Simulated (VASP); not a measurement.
A run of VASP 6.6.1 is set up as follows.

The input INCAR:

```
PREC = Accurate
ENCUT = 520
EDIFF = 1E-6
ISMEAR = -1
SIGMA = 0.05
LREAL = False
LASPH = True
NELM = 60
ALGO = Normal
ISIF = 2
LWAVE = False
LCHARG = False
GGA = PE
NBANDS = 13
```

File KPOINTS:

```
Automatic mesh
0
Gamma
  10 10 10
```

POSCAR

```
Sn
1.0
   -1.8819356520      1.8819356520      1.8819356520
    1.8819356520     -1.8819356520      1.8819356520
    1.8819356520      1.8819356520     -1.8819356520
Sn
1
Direct
    0.0000000000      0.0000000000      0.0000000000
```

Potentials or basis: VASP PAW PBE potentials, release 64 (Sn_d).

Launch:

```sh
$ cat potpaw_PBE.64/Sn_d/POTCAR > POTCAR
$ mpirun -np 1 vasp_std > vasp.out
```

Question: What does it give for the pressure?

Answer: 1.6 GPa.

Question: What does it give for the band gap on the k mesh?

Answer: Zero (band 7 reaches 16.47 eV, above the bottom of band 8 at 5.99 eV).

Caveat: spin-orbit coupling is left out, which moves the levels of the heavy elements.
